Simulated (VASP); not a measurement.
# TaN (P6/mmm) in VASP: further runs

TaN is run at these levels: PBEsol, RPBE+D4, PBE; tasks: single point.

Program: VASP 6.6.1. These are calculated values, not measurements. Logs are shortened: lines on timing, memory, paths and dates and some standing lists are left out, and cuts for length are marked.

**1. The cell of the first run**

The structure is hexagonal, space group P6/mmm (No. 191). Conventional cell: a = 5.154 Å, b = 5.154 Å, c = 2.900 Å, α = 90.00°, β = 90.00°, γ = 120.00°. Ta (site symmetry 6/mmm) has 6 N at 2.58 Å and 14 Ta at 2.90 to 3.31 Å within 3.4 Å. Ta (site symmetry -6m2) has 6 N at 2.08 Å within 2.8 Å. Within 2.8 Å of N (site symmetry mmm) lie 6 Ta at 2.08 to 2.58 Å and 4 N at 2.58 Å.

**2. Single point, PBEsol, collinear spin, ferrimagnetic start (volume scaled by 0.98)**

File INCAR:

```
  PREC = Accurate
  ENCUT = 520
  EDIFF = 1E-7
  ISMEAR = 0
  SIGMA = 0.05
  LREAL = False
  LASPH = True
  NELM = 150
  ALGO = Normal
  ISIF = 2
  LWAVE = False
  LCHARG = False
  ISPIN = 2
  MAGMOM = 0.05 -0.05 -0.05 0 0 0
  LORBIT = 11
  LMAXMIX = 4
  GGA = PS
  NBANDS = 37
```

File KPOINTS:

```
Automatic mesh
0
Gamma
  6 6 8
```

File POSCAR:

```
TaN
1.0
    5.1541016935      0.0000000000      0.0000000000
   -2.5770508467      4.4635830003      0.0000000000
    0.0000000000      0.0000000000      2.9000914222
Ta N
3 3
Direct
    0.0000000000      0.0000000000      0.0000000000
    0.3333333333      0.6666666667      0.5000000000
    0.6666666667      0.3333333333      0.5000000000
    0.5000000000      0.0000000000      0.0000000000
    0.5000000000      0.5000000000      0.0000000000
    0.0000000000      0.5000000000      0.0000000000
```

Potentials or basis: VASP PAW PBE potentials, release 64 (Ta_pv, N).

Command:

```
cat potpaw_PBE.64/Ta_pv/POTCAR potpaw_PBE.64/N/POTCAR > POTCAR
mpirun -np 1 vasp_std > vasp.out
```

OUTCAR:

```text
PREC = Accurate
   ENCUT = 520
   EDIFF = 1E-7
   ISMEAR = 0
   LREAL = False
   LASPH = True
   NELM = 150
   ISIF = 2
   ISPIN = 2
   LORBIT = 11
   GGA = PS

 ion  position               nearest neighbor table
   1  0.000  0.000  0.000-   4 2.58   4 2.58   6 2.58   6 2.58   5 2.58   5 2.58   3 3.31   3 3.31
                             2 3.31   2 3.31   2 3.31   3 3.31   2 3.31   3 3.31   2 3.31   3 3.31
   2  0.333  0.667  0.500-   6 2.08   6 2.08   4 2.08   4 2.08   5 2.08   5 2.08   3 2.98   3 2.98
                             3 2.98   1 3.31   1 3.31   1 3.31   1 3.31   1 3.31   1 3.31
   3  0.667  0.333  0.500-   6 2.08   6 2.08   4 2.08   4 2.08   5 2.08   5 2.08   2 2.98   2 2.98
                             2 2.98   1 3.31   1 3.31   1 3.31   1 3.31   1 3.31   1 3.31
   4  0.500  0.000  0.000-   2 2.08   3 2.08   2 2.08   3 2.08   1 2.58   1 2.58
   5  0.500  0.500  0.000-   2 2.08   3 2.08   2 2.08   3 2.08   1 2.58   1 2.58
   6  0.000  0.500  0.000-   2 2.08   3 2.08   2 2.08   3 2.08   1 2.58   1 2.58

  LATTYP: Found a hexagonal cell.
 ALAT       =     5.1541016935
 C/A-ratio  =     0.5626764070

  Lattice vectors:

 A1 = (   5.1541016935,   0.0000000000,   0.0000000000)
 A2 = (  -2.5770508467,   4.4635830003,   0.0000000000)
 A3 = (   0.0000000000,   0.0000000000,   2.9000914222)

Analysis of symmetry for initial positions (statically):
=====================================================================
 Subroutine PRICEL returns:
 Original cell was already a primitive cell.

 Routine SETGRP: Setting up the symmetry group for a
 hexagonal supercell.

 Subroutine GETGRP returns: Found 24 space group operations
 (whereof 24 operations were pure point group operations)
 out of a pool of 24 trial point group operations.

The static configuration has the point symmetry D_6h.

Analysis of symmetry for dynamics (positions and initial velocities):
=====================================================================
 Subroutine PRICEL returns:
 Original cell was already a primitive cell.

 Routine SETGRP: Setting up the symmetry group for a
 hexagonal supercell.

 Subroutine GETGRP returns: Found 24 space group operations
 (whereof 24 operations were pure point group operations)
 out of a pool of 24 trial point group operations.

The dynamic configuration has the point symmetry D_6h.

Analysis of structural, dynamic, and magnetic symmetry:
=====================================================================
 Subroutine PRICEL returns:
 Original cell was already a primitive cell.

 Routine SETGRP: Setting up the symmetry group for a
 hexagonal supercell.

 Subroutine GETGRP returns: Found 24 space group operations
 (whereof 24 operations were pure point group operations)
 out of a pool of 24 trial point group operations.

The overall configuration has the point symmetry D_6h.

 Subroutine INISYM returns: Found 24 space group operations
 (whereof 24 operations are pure point group operations),
 and found     1 'primitive' translations

----------------------------------------------------------------------------------------

                                     Primitive cell

  volume of cell :      66.7188

  direct lattice vectors                    reciprocal lattice vectors
     5.154101694  0.000000000  0.000000000     0.194020231  0.112017632  0.000000000
    -2.577050847  4.463583000  0.000000000     0.000000000  0.224035265  0.000000000
     0.000000000  0.000000000  2.900091422     0.000000000  0.000000000  0.344816716

  length of vectors
     5.154101694  5.154101694  2.900091422     0.224035265  0.224035265  0.344816716

  position of ions in fractional coordinates (direct lattice)
     0.000000000  0.000000000  0.000000000
     0.333333333  0.666666667  0.500000000
     0.666666667  0.333333333  0.500000000
     0.500000000  0.000000000  0.000000000
     0.500000000  0.500000000  0.000000000
     0.000000000  0.500000000  0.000000000

  ion indices of the primitive-cell ions
   primitive index   ion index
                 1           1
                 2           2
                 3           3
                 4           4
                 5           5
                 6           6

----------------------------------------------------------------------------------------

 KPOINTS: Automatic mesh
[... 52 lines left out ...]
   total plane-waves  NPLWV =  38400
   dimension x,y,z NGX =    40 NGY =   40 NGZ =   24
   dimension x,y,z NGXF=    80 NGYF=   80 NGZF=   48
   ions per type =               3   3
   NGX,Y,Z   is equivalent  to a cutoff of  12.90, 12.90, 13.76 a.u.
   NGXF,Y,Z  is equivalent  to a cutoff of  25.80, 25.80, 27.52 a.u.
 SYSTEM =  unknown system
   PREC   = accura    normal or accurate (medium, high low for compatibility)
   ISTART =      0    job   : 0-new  1-cont  2-samecut
   ICHARG =      2    charge: 1-file 2-atom 10-const
   ISPIN  =      2    spin polarized calculation?
   LNONCOLLINEAR =      F non collinear calculations
   LSORBIT =      F    spin-orbit coupling
   LASPH  =      T    aspherical Exc in radial PAW
   ENCUT  =  520.0 eV  38.22 Ry    6.18 a.u.   9.58  9.58  5.39*2*pi/ulx,y,z
   NELM   =    150;   NELMIN=  2; NELMDL= -5     # of ELM steps
   EDIFF  = 0.1E-06   stopping-criterion for ELM
   LREAL  =      F    real-space projection
   EDIFFG = 0.1E-05   stopping-criterion for IOM
   NSW    =      0    number of steps for IOM
   IBRION =     -1    ionic relax: 0-MD 1-quasi-New 2-CG
   NFREE  =      0    steps in history (QN), initial steepest desc. (CG)
   ISIF   =      2    stress and relaxation
   ISYM   =      2    0-nonsym 1-usesym 2-fastsym
   POTIM  = 0.5000    time-step for ionic-motion
   TEBEG  =    0.0;   TEEND  =   0.0 temperature during run
   PSTRESS=    0.0 pullay stress
   NELECT =      48.0000    total number of electrons
   NUPDOWN=      -1.0000    fix difference up-down
   EMIN   =  10.00;   EMAX   =-10.00  energy-range for DOS
   EFERMI =   0.00;   METHOD = LEGACY
   ISMEAR =     0;   SIGMA  =   0.05  broadening in eV -4-tet -1-fermi 0-gaus
   EFERMI_NEDOS =   21; number of points for ismear=-14 and -15
   IALGO  =     38    algorithm
   IMIX   =      4    mixing-type and parameters
     AMIX     =   0.40;   BMIX     =  1.00
     AMIX_MAG =   1.60;   BMIX_MAG =  1.00
  volume/ion in A,a.u.               =      11.12        75.04
  Fermi-wavevector in a.u.,A,eV,Ry     =   1.466918  2.772073 29.277672  2.151848
  Thomas-Fermi vector in A             =   2.582598
   LORBIT       =     11    0 simple, 1 ext, 2 COOP (PROOUT), +10 PAW based schemes
   GGA     = PS    functional components
   LHFCALC =     F    Hartree Fock is set to
   AEXX    =    0.0000 exact exchange contribution
   IVDW    =     0    specifies the selected vdW correction
   LEPSILON=     F    determine dielectric tensor
   LRPA    =     F    only Hartree local field effects (RPA)
 spin polarized calculation
 Gauss-broadening in eV      SIGMA  =   0.05
  energy-cutoff  :      520.00
  volume of cell :       66.72
 maximum number of plane-waves:      1824
 NGX is ok and might be reduce to    40
   NGX = 19   NGY = 19   NGZ = 11

 number of electron      47.9999996 magnetization       0.0000474

 number of electron      47.9999996 magnetization      -0.0000067

 Free energy of the ion-electron system (eV)
  ---------------------------------------------------
  ext. energy  EPLUGINS =         0.00000000
  ---------------------------------------------------
  free energy    TOTEN  =       -68.67305354 eV

  energy without entropy =      -68.67070696  energy(sigma->0) =      -68.67188025

 E-fermi :   8.2244     XC(G=0): -13.2876

 val. band max:        8.2077872408   @ k =   0.1667  -0.0000   0.3750
 cond. band min:       8.2399753485   @ k =   0.1667  -0.0000   0.2500
 fundamental gap:      0.0321881077
 Fermi energy:         8.2244278963

 spin component 1

 k-point     1 :       0.0000    0.0000    0.0000
  band No.  band energies     occupation
      1     -27.9180      1.00000
      2     -27.9180      1.00000
      3     -27.5111      1.00000
      4     -27.5111      1.00000
      5     -27.2869      1.00000
      6     -27.1757      1.00000
[... 925 lines left out ...]
     35      14.2343      0.00000
     36      15.0704      0.00000

 [... further k-points ...]

 spin component 2

 k-point     1 :       0.0000    0.0000    0.0000
  band No.  band energies     occupation
      1     -27.9180      1.00000
      2     -27.9180      1.00000
      3     -27.5111      1.00000
      4     -27.5111      1.00000
      5     -27.2869      1.00000
      6     -27.1757      1.00000
[... 925 lines left out ...]
     35      14.2343      0.00000
     36      15.0704      0.00000

 [... further k-points ...]

 [bands above 36 left out]

------------------------ aborting loop because EDIFF is reached ----------------------------------------

  FORCE on cell =-STRESS in cart. coord.  units (eV):
  Direction    XX          YY          ZZ          XY          YZ          ZX
  --------------------------------------------------------------------------------------
  -------------------------------------------------------------------------------------
  Total        2.9927625      2.9927625      3.1408423      0.0000000      0.0000000      0.0000000
  in kB       71.8678331     71.8678331     75.4238035      0.0000000      0.0000000      0.0000000
  external PRESSURE =      73.0531565 kB  Pullay stress =       0.0000000 kB

 VOLUME and BASIS-vectors are now :
 -----------------------------------------------------------------------------
  energy-cutoff  :      520.00
  volume of cell :       66.72
      direct lattice vectors                 reciprocal lattice vectors
     5.154101694  0.000000000  0.000000000     0.194020231  0.112017632  0.000000000
    -2.577050847  4.463583000  0.000000000     0.000000000  0.224035265  0.000000000
     0.000000000  0.000000000  2.900091422     0.000000000  0.000000000  0.344816716

 POSITION                                       TOTAL-FORCE (eV/Angst)
 -----------------------------------------------------------------------------------
      0.00000      0.00000      0.00000         0.000000      0.000000      0.000000
     -0.00000      2.97572      1.45005        -0.000000      0.000000      0.000000
      2.57705      1.48786      1.45005         0.000000     -0.000000      0.000000
      2.57705      0.00000      0.00000         0.000000      0.000000      0.000000
      1.28853      2.23179      0.00000         0.000000      0.000000      0.000000
     -1.28853      2.23179      0.00000         0.000000      0.000000      0.000000
 -----------------------------------------------------------------------------------
    total drift:                               -0.000000      0.000000     -0.000000

  FREE ENERGIE OF THE ION-ELECTRON SYSTEM (eV)
  ---------------------------------------------------
  free  energy   TOTEN  =       -68.6730535359 eV

  energy  without entropy=      -68.6707069606  energy(sigma->0) =      -68.67188025

 total charge

# of ion       s       p       d       tot
------------------------------------------
    1        0.271   6.120   2.266   8.658
    2        0.328   6.324   2.461   9.113
    3        0.328   6.324   2.461   9.113
    4        1.245   2.560   0.000   3.805
    5        1.245   2.560   0.000   3.805
    6        1.245   2.560   0.000   3.805
--------------------------------------------------
tot          4.663  26.447   7.188  38.298

 magnetization (x)

# of ion       s       p       d       tot
------------------------------------------
    1       -0.000  -0.000  -0.000  -0.000
    2       -0.000   0.000   0.000   0.000
    3       -0.000   0.000   0.000   0.000
    4        0.000   0.000   0.000   0.000
    5        0.000   0.000   0.000   0.000
    6        0.000   0.000   0.000   0.000
--------------------------------------------------
tot         -0.000   0.000  -0.000  -0.000
```

Run time: 2 min. Hardware: 1 thread of Intel Xeon Platinum 8488C (Sapphire Rapids), shared host; peak memory 0.29 GiB.

What came out:

| Quantity | Value |
| --- | --- |
| Free energy | -68.6731 eV |
| Pressure | 7.3 GPa |
| Band gap on the k mesh | zero (filled and empty bands overlap) |
| Net moment | 0.00 μB per cell |
| Valence electrons inside the program's atomic spheres | Ta 8.66, 9.11; N 3.81 |

Caveat: the cell differs from its parent crystal (volume scaled by 0.98); the PAW data sets were made with another functional, which shifts forces and pressure a little; spin-orbit coupling is left out, which moves the levels of the heavy elements.

**3. Single point, RPBE+D4, collinear spin, ferrimagnetic start (volume scaled by 0.98)**

File INCAR:

```
SYSTEM = TaN
PREC = Accurate
ENCUT = 520
EDIFF = 1E-6
ISMEAR = 0
SIGMA = 0.05
LREAL = .False.
LASPH = .True.
NELM = 150
ALGO = Normal
ISIF = 2
LWAVE = .False.
LCHARG = .True.
ISPIN = 2
MAGMOM = 0.05 -0.05 -0.05 0 0 0
LORBIT = 11
LMAXMIX = 4
GGA = RP
IVDW = 13
LELF = .True.
LVHAR = .True.
NBANDS = 37
```

File KPOINTS:

```
Automatic mesh
0
Gamma
  6 6 8
  0 0 0
```

POSCAR: that of step 2 with these lines changed.

```diff
@@ -2,5 +2,5 @@
 1.0
-    5.1541016935      0.0000000000      0.0000000000
-   -2.5770508467      4.4635830003      0.0000000000
-    0.0000000000      0.0000000000      2.9000914222
+    5.1842768717      0.0000000000      0.0000000000
+   -2.5921384359      4.4897154712      0.0000000000
+    0.0000000000      0.0000000000      2.9035890417
 Ta N
```

Potentials or basis: VASP PAW PBE potentials, release 64 (Ta_pv, N).

Command:

```
cat potpaw_PBE.64/Ta_pv/POTCAR potpaw_PBE.64/N/POTCAR > POTCAR
mpirun -np 1 vasp_std > vasp.out
```

Run time: 2.1 min. Hardware: 1 thread of Intel Xeon Platinum 8488C (Sapphire Rapids), shared host; peak memory 0.29 GiB.

Results (log left out):

| Quantity | Value |
| --- | --- |
| Free energy | -65.2038 eV |
| Pressure | 6.8 GPa |
| Band gap on the k mesh | zero (filled and empty bands overlap) |
| Net moment | 0.00 μB per cell |
| Valence electrons inside the program's atomic spheres | Ta 8.63, 9.06; N 3.82 |
| Dispersion energy per atom | -0.599 eV |

Stress tensor (GPa, compression positive):
```
6.71 0.00 0.00
0.00 6.71 0.00
0.00 0.00 6.99
```

Levels at points of the mesh, in eV from the Fermi level:
Spin up:
```tsv
k point	band 21	band 22	band 23	band 24	band 25	band 26	band 27	band 28
(0.00, 0.00, 0.00)	-3.07	-2.56	-2.10	-1.26	-1.26	0.82	0.82	1.26
(0.50, 0.00, 0.00)	-3.47	-2.97	-1.73	-0.71	1.33	1.84	1.87	2.27
(0.00, 0.00, 0.50)	-3.17	-3.17	-1.98	0.88	0.88	1.44	1.82	2.52
(0.50, 0.00, 0.50)	-3.44	-3.17	-2.20	-1.26	1.04	1.38	3.09	3.43
```
Spin down:
| k point | band 22 | band 23 | band 24 | band 25 | band 26 | band 27 |
| --- | --- | --- | --- | --- | --- | --- |
| (0.00, 0.00, 0.00) | -2.56 | -2.10 | -1.26 | -1.26 | 0.82 | 0.82 |
| (0.50, 0.00, 0.00) | -2.97 | -1.73 | -0.71 | 1.33 | 1.84 | 1.87 |
| (0.00, 0.00, 0.50) | -3.17 | -1.98 | 0.88 | 0.88 | 1.44 | 1.82 |
| (0.50, 0.00, 0.50) | -3.17 | -2.20 | -1.26 | 1.04 | 1.38 | 3.09 |

Caveat: the cell differs from its parent crystal (volume scaled by 0.98); the PAW data sets were made with another functional, which shifts forces and pressure a little; spin-orbit coupling is left out, which moves the levels of the heavy elements; pairwise dispersion overbinds metals, which lowers pressure and volume.

**4. Single point, PBE, collinear spin, ferrimagnetic start**

This run uses another cell than the first one, of 11.28 Å³/atom, 1.015 times its volume.

File INCAR:

```
SYSTEM = TaN
PREC = Accurate
ENCUT = 520
EDIFF = 1E-6
ISMEAR = 0
SIGMA = 0.05
LREAL = .FALSE.
LASPH = .TRUE.
NELM = 150
ALGO = Normal
ISIF = 2
LWAVE = .FALSE.
LCHARG = .FALSE.
ISPIN = 2
MAGMOM = 0.05 -0.05 -0.05 0 0 0
LORBIT = 11
LMAXMIX = 4
GGA = PE
NBANDS = 37
```

File KPOINTS:

```
Automatic mesh
0
G
  6 6 8
  0 0 0
```

POSCAR: that of step 3 with these lines changed.

```diff
@@ -2,5 +2,5 @@
 1.0
-    5.1842768717      0.0000000000      0.0000000000
-   -2.5921384359      4.4897154712      0.0000000000
-    0.0000000000      0.0000000000      2.9035890417
+    5.1803463499      0.0000000000      0.0000000000
+   -2.5901731750      4.4863115394      0.0000000000
+    0.0000000000      0.0000000000      2.9132277698
 Ta N
```

Command:

```
cat potpaw_PBE.64/Ta_pv/POTCAR potpaw_PBE.64/N/POTCAR > POTCAR
mpirun -np 1 vasp_std > vasp.out
```

Run time: 2.3 min. Hardware: 1 thread of Intel Xeon Platinum 8488C (Sapphire Rapids), shared host; peak memory 0.3 GiB.

Results (log left out):

```
Free energy                                           : -64.7151 eV
Pressure                                              : 11.0 GPa
Band gap on the k mesh                                : zero (filled and empty bands overlap)
Net moment                                            : 0.00 μB per cell
Valence electrons inside the program's atomic spheres : Ta 8.64, 9.06; N 3.81
```

Stress tensor (GPa, compression positive):
```
10.92  0.00  0.00
 0.00 10.92  0.00
 0.00  0.00 11.18
```

Levels at points of the mesh, in eV from the Fermi level:
Spin up:
| k point | band 21 | band 22 | band 23 | band 24 | band 25 | band 26 | band 27 | band 28 |
| --- | --- | --- | --- | --- | --- | --- | --- | --- |
| (0.00, 0.00, 0.00) | -3.01 | -2.51 | -2.05 | -1.25 | -1.25 | 0.79 | 0.79 | 1.28 |
| (0.50, 0.00, 0.00) | -3.44 | -2.91 | -1.71 | -0.68 | 1.36 | 1.83 | 1.84 | 2.24 |
| (0.00, 0.00, 0.50) | -3.11 | -3.11 | -1.94 | 0.87 | 0.87 | 1.41 | 1.79 | 2.54 |
| (0.50, 0.00, 0.50) | -3.41 | -3.14 | -2.18 | -1.23 | 1.05 | 1.37 | 3.05 | 3.44 |
Spin down:
```
           k point  band 21  band 22  band 23  band 24  band 25  band 26  band 27  band 28
(0.00, 0.00, 0.00)    -3.01    -2.51    -2.05    -1.25    -1.25     0.79     0.79     1.28
(0.50, 0.00, 0.00)    -3.44    -2.91    -1.71    -0.68     1.36     1.83     1.84     2.24
(0.00, 0.00, 0.50)    -3.11    -3.11    -1.94     0.87     0.87     1.41     1.79     2.54
(0.50, 0.00, 0.50)    -3.41    -3.14    -2.18    -1.23     1.05     1.37     3.05     3.44
```

Caveat: spin-orbit coupling is left out, which moves the levels of the heavy elements.

**5. Summary**

```tsv
level	cell	gap on the mesh (eV)	pressure (GPa)	moment (μB)
PBEsol	a = 5.154, b = 5.154, c = 2.900 Å, angles 90.0, 90.0, 120.0°, 6 atoms	none	7.3	0.00
RPBE+D4	a = 5.184, b = 5.184, c = 2.904 Å, angles 90.0, 90.0, 120.0°, 6 atoms	none	6.8	0.00
PBE	a = 5.180, b = 5.180, c = 2.913 Å, angles 90.0, 90.0, 120.0°, 6 atoms	none	11.0	0.00
```

Alike in all rows: task single point; potentials or basis VASP PAW PBE potentials, release 64 (Ta_pv, N); spin collinear, ferrimagnetic start; k mesh 6 × 6 × 8; cutoff (eV) 520; smearing gaussian 0.05 eV.

Caveats: spin-orbit coupling is left out, which moves the levels of the heavy elements; the PAW data sets were made with another functional, which shifts forces and pressure a little (some runs); pairwise dispersion overbinds metals, which lowers pressure and volume (some runs).

Total energies depend on the potentials used, so only differences within one code and one set of settings carry meaning.
